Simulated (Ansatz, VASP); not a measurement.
## TiC in VASP and in Ansatz

```
Ti C
1.0
     0.00000    2.16572    2.16572
     2.16572    0.00000    2.16572
     2.16572    2.16572    0.00000
Ti C
1 1
Cartesian
  0.0000 0.0000 0.0000
  2.1657 2.1657 2.1657
```

Alike in both runs: task single point; functional PBE; k mesh 11 × 11 × 11; occupations gaussian, width 0.015 eV; no spin polarisation.

|  | VASP | Ansatz |
| --- | --- | --- |
| version | VASP 6.6.1 | Ansatz 0.2.0 |
| potentials or method | VASP PAW PBE potentials, release 64 (Ti_sv, C), cutoff 520 eV | all-electron LAPW, scalar-relativistic |

|  | VASP | Ansatz | Ansatz less VASP |
| --- | --- | --- | --- |
| gap on the k mesh at the Fermi level (eV) | none | none | - |
| pressure (GPa) | 0.5 | 0.2 | -0.25 |

A gap of «none» marks a metal or a gap that the smearing closes. Ansatz ran all-electron here, and VASP with PAW potentials.
